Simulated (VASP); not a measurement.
## IrRh2: relaxation of cell and atoms with PBE

The system is IrRh2.

```
Ir Rh
1.0
     3.39663    0.00000    0.00000
    -1.69832    2.94157    0.00000
     0.00000    0.00000    3.66746
Ir Rh
1 2
Direct
  0.00000 0.00000 0.00000
  0.33333 0.66667 0.50000
  0.66667 0.33333 0.50000
```

- Program: VASP 6.6.1
- Task: relaxation of cell and atoms
- Functional: PBE
- Potentials or basis: VASP PAW PBE potentials, release 64 (Ir, Rh_pv)
- Cutoff: 600 eV
- k mesh: 6 × 6 × 6
- Occupations: gaussian, width 0.1 eV
- Spin: no spin polarisation
- Dipole correction: no
- Further INCAR settings: ALGO = Fast; EDIFF = 1e-06; IBRION = 2; EDIFFG = -0.04; NSW = 90; ISIF = 3

```json
{
  "Relaxed volume": "14.49 Å³/atom",
  "Relaxed cell": "a = 4.318 Å, b = 4.318 Å, c = 2.693 Å, α = 90.00°, β = 90.00°, γ = 120.00°",
  "Space group after relaxing (to 0.05 Å)": "P6/mmm (No. 191)",
  "Energy gained by relaxing": "3706.4 meV/atom",
  "Ionic steps": "20",
  "Pressure after relaxing": "-0.1 GPa"
}
```

The path:
| step | energy change (eV) | largest force (eV/Å) | pressure (GPa) | volume (Å³) |
| --- | --- | --- | --- | --- |
| 1 | 0.0000 | 0.0000 | 184.22 | 36.64 |
| 2 | 11.8103 | 0.0000 | -45.94 | 160.18 |
| 3 | -4.5586 | 0.0000 | -29.59 | 77.60 |
| 4 | -6.5781 | 0.0000 | -29.74 | 67.25 |
| 5 | -8.1585 | 0.0000 | 2.59 | 50.60 |
| 6 | -8.2250 | 0.0000 | -12.82 | 54.67 |
| 7 | -8.2968 | 0.0000 | -8.75 | 53.33 |
| 8 | -8.2974 | 0.0000 | -7.41 | 52.96 |
| 9 | -9.6592 | 0.0000 | -5.92 | 48.21 |
| 10 | 14.4961 | 0.0000 | 420.14 | 29.97 |
| 11 | -9.8650 | 0.0000 | -5.07 | 47.43 |
| 12 | -10.5383 | 0.0000 | 35.95 | 39.39 |
| 13 | -10.7169 | 0.0000 | 0.95 | 44.28 |
| 14 | -11.0311 | 0.0000 | 11.97 | 41.89 |
| 15 | -11.0295 | 0.0000 | 13.73 | 41.64 |
| 16 | -10.4601 | 0.0000 | -13.60 | 46.94 |
| 17 | -11.1050 | 0.0000 | 3.48 | 42.92 |
| 18 | -11.1053 | 0.0000 | 3.98 | 42.85 |
| 19 | -11.0930 | 0.0000 | -4.97 | 44.37 |
| 20 | -11.1192 | 0.0000 | -0.06 | 43.47 |

Final structure:
```
Ir Rh
1.0
     4.31765    0.00000    0.00000
    -2.15882    3.73919    0.00000
     0.00000    0.00000    2.69277
Ir Rh
1 2
Direct
  0.00000 0.00000 0.00000
  0.33333 0.66667 0.50000
  0.66667 0.33333 0.50000
```

Levels at points of the mesh, in eV from the Fermi level:
```csv
k point,band 16,band 17,band 18,band 19,band 20,band 21,band 22,band 23
"(0.00, 0.00, 0.00)",-2.58,-1.77,-1.77,-1.70,-1.70,0.92,0.92,7.87
"(0.50, 0.00, 0.00)",-1.57,-1.48,-0.23,0.01,0.15,0.29,0.36,0.90
"(0.00, 0.00, 0.50)",-2.27,0.22,0.22,0.53,0.53,1.34,3.05,3.26
"(0.50, 0.00, 0.50)",-1.36,-1.12,-0.53,0.33,0.87,1.05,2.59,3.09
```

Wall time 11 min on 1 thread of Intel Xeon 6975P-C, on a shared host, peak memory 0.21 GiB.

Caveat: the volume moved by over 15 % at a fixed basis, so the end points are rough; spin-orbit coupling is left out, which moves the levels of the heavy elements.
